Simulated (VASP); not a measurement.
Write the native input for VASP 6.6.1 that does the following.

- Task: single point
- Functional: PBE
- Potentials or basis: VASP PAW PBE potentials, release 64 (Na_pv, Te)
- Cutoff: 520 eV
- k mesh: 12 × 12 × 12
- Occupations: gaussian, width 0.1 eV
- Spin: no spin polarisation
- Dipole correction: no
- Further INCAR settings: ALGO = Fast; EDIFF = 1e-06; NBANDS = 24

The structure of Na3Te2 lies in POSCAR:

```
Na3Te2
1.0
    2.5934005524      1.4973005070      6.7168358366
   -2.5934005524      1.4973005070      6.7168358366
    0.0000000000     -2.9946010141      6.7168358366
Na Te
3 2
Direct
    0.0000000000      0.0000000000      0.0000000000
    0.2272073187      0.2272073187      0.2272073187
    0.7727926813      0.7727926813      0.7727926813
    0.4138485434      0.4138485434      0.4138485434
    0.5861514566      0.5861514566      0.5861514566
```

These files were run (other wordings do the same):

INCAR

```
PREC = Accurate
ENCUT = 520
EDIFF = 1E-6
ISMEAR = 0
SIGMA = 0.1
LREAL = False
LASPH = True
NELM = 60
ALGO = Fast
ISIF = 2
LWAVE = False
LCHARG = False
GGA = PE
NBANDS = 24
```

KPOINTS

```
Automatic mesh
0
Gamma
  12 12 12
```

Potentials or basis: VASP PAW PBE potentials, release 64 (Na_pv, Te).

Command:

```console
$ cat potpaw_PBE.64/Na_pv/POTCAR potpaw_PBE.64/Te/POTCAR > POTCAR
$ mpirun -np 1 vasp_std > vasp.out
```

Results of the run:

The pressure is 0.0 GPa. The band gap on the k mesh is zero (an odd number of electrons rules out a gap without spin polarisation).

Caveat: spin-orbit coupling is left out, which moves the levels of the heavy elements.

Wall time 19 min on 1 thread of Intel(R) Xeon(R) Platinum 8488C (Sapphire Rapids) (shared host), peak memory 0.83 GiB.
